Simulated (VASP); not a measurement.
The system is ZnS.

```
Zn S
1.0
     3.81100    0.00000    0.00000
    -1.90550    3.30042    0.00000
     0.00000    0.00000    6.23400
Zn S
2 2
Direct
  0.33333 0.66667 0.00000
  0.66667 0.33333 0.50000
  0.33333 0.66667 0.38500
  0.66667 0.33333 0.88500
```

- Program: VASP 6.6.1
- Task: relaxation of cell and atoms
- Functional: r2SCAN
- Potentials or basis: VASP PAW PBE potentials, release 64 (Zn, S)
- Cutoff: 600 eV
- k mesh: 8 × 8 × 4
- Occupations: fermi-dirac, width 0.1 eV
- Spin: no spin polarisation

At the start: pressure 0.1 GPa; volume 19.60 Å³/atom.

Question: Where does the relaxation end?

Answer: Over 11 steps the energy falls by 5.5 meV/atom and the volume is 19.59 Å³/atom (-0.1 %); space group P6_3mc (No. 186, to 0.1 Å) before and after.

Step by step:
| step | energy change (eV) | largest force (eV/Å) | pressure (GPa) | volume (Å³) |
| --- | --- | --- | --- | --- |
| 1 | 0.0000 | 0.3178 | 0.13 | 78.41 |
| 2 | -0.0156 | 0.1170 | -0.18 | 78.59 |
| 3 | -0.0160 | 0.0746 | -0.21 | 78.63 |
| 4 | -0.0197 | 0.0355 | 0.05 | 78.35 |
| 5 | -0.0210 | 0.0065 | 0.24 | 78.16 |
| 6 | -0.0205 | 0.0538 | 0.60 | 77.77 |
| 7 | -0.0213 | 0.0143 | 0.35 | 78.02 |
| 8 | -0.0216 | 0.0043 | -0.18 | 78.55 |
| 9 | -0.0219 | 0.0035 | 0.08 | 78.31 |
| 10 | -0.0219 | 0.0012 | -0.02 | 78.38 |
| 11 | -0.0219 | 0.0014 | -0.01 | 78.37 |

Final structure:
```yaml
crystal:
  lattice:
    - [3.80674, 0.00000, 0.00000]
    - [-1.90337, 3.29674, 0.00000]
    - [0.00000, 0.00000, 6.24455]
  atoms:
    - { symbol: Zn, position: [0.33333, 0.66667, 0.00534] }
    - { symbol: Zn, position: [0.66667, 0.33333, 0.50534] }
    - { symbol: S, position: [0.33333, 0.66667, 0.37966] }
    - { symbol: S, position: [0.66667, 0.33333, 0.87966] }
```

Caveat: the PAW data sets were made with another functional, which shifts forces and pressure a little.
